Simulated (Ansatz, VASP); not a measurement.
**One calculation of MgGa2S5, two programs**

The input INCAR:

```
SYSTEM = MgGa2S5
PREC = Accurate
ENCUT = 600
EDIFF = 1E-7
ISMEAR = 0
SIGMA = 0.1
LREAL = .False.
LASPH = .True.
NELM = 80
ALGO = Normal
ISIF = 3
LWAVE = .False.
LCHARG = .False.
GGA = PE
IBRION = 2
NSW = 90
EDIFFG = -0.04
```

Contents of KPOINTS:

```
Automatic mesh
0
Gamma
  3 3 4
  0 0 0
```

Contents of POSCAR:

```
MgGa2S5
1.0
    7.0113874900      0.0000000000      0.0000000000
   -3.5056937500      6.0720396800      0.0000000000
    0.0000000000      0.0000000000      4.0513395600
Mg Ga S
1 2 5
Direct
    0.0000000000      0.0000000000      0.0000000000
    0.3333333300      0.6666666700      0.5000000000
    0.6666666700      0.3333333300      0.5000000000
    0.3333333300      0.6666666700      0.0000000000
    0.0000000000      0.5000000000      0.5000000000
    0.5000000000      0.5000000000      0.5000000000
    0.5000000000      0.0000000000      0.5000000000
    0.6666666700      0.3333333300      0.0000000000
```

Input for Ansatz:

```yaml
crystal:
  lattice:
    - [7.01138749, 0.0, 0.0]
    - [-3.50569375, 6.07203968, 0.0]
    - [0.0, 0.0, 4.05133956]
  atoms:
    - { symbol: Mg, position: [0.0, 0.0, 0.0] }
    - { symbol: Ga, position: [0.33333333, 0.66666667, 0.5] }
    - { symbol: Ga, position: [0.66666667, 0.33333333, 0.5] }
    - { symbol: S, position: [0.33333333, 0.66666667, 0.0] }
    - { symbol: S, position: [0.0, 0.5, 0.5] }
    - { symbol: S, position: [0.5, 0.5, 0.5] }
    - { symbol: S, position: [0.5, 0.0, 0.5] }
    - { symbol: S, position: [0.66666667, 0.33333333, 0.0] }
basis:
  ecutwfc: 420
kpoints:
  mp_grid: { grid: [3, 3, 4] }
hamiltonian:
  xc: pbe
scf:
  occupations: { method: gaussian, width: 0.1 }
  lower_state_search: "off"
output:
  forces: true
  stress: true
  eigenvalues: true
relax:
  adjacent_minimum: "off"
  f_tol: 0.04
  max_steps: 70
  cell: { stress_tol: 0.4 }
```

Alike in both runs: task relaxation of cell and atoms; functional PBE; k mesh 3 × 3 × 4; occupations gaussian, width 0.1 eV; no spin polarisation.

```csv
,VASP,Ansatz
version,VASP 6.6.1,Ansatz 0.2.0
potentials or method,"VASP PAW PBE potentials, release 64 (Mg, Ga_d, S), cutoff 600 eV","scalar-relativistic, plane waves, PAW"
valence electrons in the cell,58,66
```

```tsv
	VASP	Ansatz	Ansatz less VASP
gap on the k mesh at the Fermi level, each at its own relaxed structure (eV)	none	none	-
relaxed volume (Å³/atom)	32.37	32.37	+0.004
relaxed length of the cell vector where the two differ most in proportion (Å)	7.926	7.926	+0.0005
```

A gap of «none» marks a metal or a gap that the smearing closes. VASP's potentials hold 58 valence electrons a cell and Ansatz's 66, so a difference there can come from the potentials and not from the codes.

The k mesh is coarse, so the values compare programs but aren't converged. Noted on VASP's run: the volume moved by over 15 % at a fixed basis, so the end points are rough.
